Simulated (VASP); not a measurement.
## Tl3Ge2H: single point with PBE

Crystal: Tl3Ge2H.

```xyz
6
Lattice="6.5176 0.0000 0.0000 -3.2588 5.6444 0.0000 0.0000 0.0000 4.6504" Properties=species:S:1:pos:R:3 pbc="T T T"
Tl   -1.5348    4.6491    2.3252
Tl    0.0000    1.9908    2.3252
Tl    1.5348    4.6491    2.3252
Ge    0.0000    3.7630    0.0000
Ge    3.2588    1.8815    0.0000
H     3.2588    1.8815    2.3252
```

```
Program             : VASP 6.6.1
Task                : single point
Functional          : PBE
Potentials or basis : VASP PAW PBE potentials, release 64 (Tl_d, Ge_d, H)
Cutoff              : 520 eV
k mesh              : 3 × 3 × 4
Occupations         : gaussian, width 0.1 eV
Spin                : no spin polarisation
```

The pressure is 0.1 GPa and the largest force is 1.785 eV/Å. The band gap on the k mesh is zero (band 34 reaches 3.93 eV, above the bottom of band 35 at 3.43 eV).

Forces on the atoms (eV/Å):
```
Tl  -1.546  0.892  0.000
Tl   0.000 -1.785  0.000
Tl   1.546  0.892  0.000
Ge   0.000  0.000  0.000
Ge   0.000  0.000  0.000
H    0.000  0.000  0.000
```

Stress tensor (GPa, compression positive):
```
 0.45  0.00  0.00
 0.00  0.45  0.00
 0.00  0.00 -0.57
```

Levels at points of the mesh, in eV from the Fermi level:
| k point | band 30 | band 31 | band 32 | band 33 | band 34 | band 35 | band 36 | band 37 | band 38 | band 39 |
| --- | --- | --- | --- | --- | --- | --- | --- | --- | --- | --- |
| (0.00, 0.00, 0.00) | -5.04 | -2.06 | -2.06 | -2.05 | -1.18 | -0.48 | 0.72 | 2.26 | 2.26 | 2.69 |
| (0.00, 0.00, 0.50) | -4.25 | -3.66 | -2.32 | -1.70 | -1.70 | -0.22 | -0.22 | 0.10 | 0.10 | 1.51 |

Run time: 45 s on 1 thread of AMD EPYC 9R45 96-Core Processor (Zen 5) (shared host), peak memory 0.26 GiB.

Caveat: the k points lie up to 0.37 Å⁻¹ apart; spin-orbit coupling is left out, which moves the levels of the heavy elements; forces of over 1 eV/Å act on the atoms, so gaps and moduli don't describe the material at rest.
